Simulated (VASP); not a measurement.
BiS7:

```
CELL_PARAMETERS angstrom
4.56518 0.00000 0.00000
0.00000 4.56518 0.00000
0.00000 0.00000 9.74952
ATOMIC_POSITIONS crystal
Bi 0.00000 0.00000 0.00000
S 0.50000 0.50000 0.24349
S 0.50000 0.50000 0.75651
S 0.50000 0.50000 0.00000
S 0.00000 0.00000 0.30478
S 0.00000 0.00000 0.69522
S 0.00000 0.00000 0.50000
S 0.50000 0.50000 0.50000
```

The cell was generated, and may not be a known phase.

* Program: VASP 6.6.1
* Task: relaxation of cell and atoms
* Functional: PBE
* Potentials or basis: VASP PAW PBE potentials, release 64 (Bi_d, S)
* Cutoff: 600 eV
* k mesh: 4 × 4 × 2
* Occupations: gaussian, width 0.2 eV
* Spin: no spin polarisation

At the start: pressure -2.9 GPa; volume 25.40 Å³/atom.

Q: How do energy, volume and symmetry change on relaxing?

A: Over 13 steps the energy falls by 339.2 meV/atom and the volume is 20.24 Å³/atom (-20.3 %); space group P4/mmm (No. 123, to 0.1 Å) before and after.

Step by step:
| step | energy change (eV) | largest force (eV/Å) | pressure (GPa) | volume (Å³) |
| --- | --- | --- | --- | --- |
| 1 | 0.0000 | 2.5845 | -2.87 | 203.19 |
| 2 | -1.1030 | 1.7950 | -3.57 | 190.04 |
| 3 | -2.2643 | 1.5314 | 1.58 | 162.92 |
| 4 | -2.2754 | 0.6556 | -0.40 | 168.38 |
| 5 | -2.2935 | 0.9564 | 0.27 | 166.30 |
| 6 | -2.6328 | 0.7562 | 0.46 | 160.61 |
| 7 | -2.6371 | 0.7905 | 0.30 | 161.11 |
| 8 | -2.6377 | 0.8023 | 0.25 | 161.31 |
| 9 | -2.6946 | 0.2866 | -0.31 | 162.51 |
| 10 | -2.7008 | 0.2673 | -0.50 | 163.04 |
| 11 | -2.7074 | 0.1312 | 0.53 | 161.08 |
| 12 | -2.7080 | 0.1608 | 0.31 | 161.49 |
| 13 | -2.7138 | 0.0650 | 0.15 | 161.93 |

Final structure:
```
Bi S
1.0
     3.99067    0.00000    0.00000
     0.00000    3.99067    0.00000
     0.00000    0.00000   10.16813
Bi S
1 7
Direct
  0.00000 0.00000 0.00000
  0.50000 0.50000 0.27604
  0.50000 0.50000 0.72396
  0.50000 0.50000 0.00000
  0.00000 0.00000 0.27559
  0.00000 0.00000 0.72441
  0.00000 0.00000 0.50000
  0.50000 0.50000 0.50000
```

Caveat: the volume moved by over 15 % at a fixed basis, so the end points are rough; the highest band is partly filled, so the run has too few bands; an odd number of electrons without spin polarisation forces a metal; a magnetic or distorted state may lie lower; the relaxation stopped at a loose force limit of 0.08 eV/Å, so its end isn't a converged minimum.
